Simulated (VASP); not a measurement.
A run of VASP 6.6.1 is set up as follows.

The input INCAR:

```
SYSTEM = SrO
  PREC = Accurate
  ENCUT = 520
  EDIFF = 1E-6
  ISMEAR = -1
  SIGMA = 0.02
  LREAL = .FALSE.
  LASPH = .TRUE.
  NELM = 80
  ALGO = Normal
  ISIF = 2
  LWAVE = .FALSE.
  LCHARG = .FALSE.
  GGA = PE
  NBANDS = 15
```

The input KPOINTS:

```
regular mesh
0
G
  8 8 8
  0 0 0
```

The input POSCAR:

```
SrO
1.0
    3.1335790780      0.0000000000      0.0000000000
    0.0000000000      3.1335790780      0.0000000000
    0.0000000000      0.0000000000      3.1335790780
Sr O
1 1
Direct
    0.0000000000      0.0000000000      0.0000000000
    0.5000000000      0.5000000000      0.5000000000
```

Potentials or basis: VASP PAW PBE potentials, release 64 (Sr_sv, O).

Launch:

```sh
$ cat potpaw_PBE.64/Sr_sv/POTCAR potpaw_PBE.64/O/POTCAR > POTCAR
$ mpirun -np 1 vasp_std > vasp.out
```

Q: Predict the pressure.

A: 0.7 GPa.

Q: Estimate the band gap on the k mesh.

A: 2.75 eV, indirect (least direct gap 2.83 eV).

A k mesh can miss the band edges.
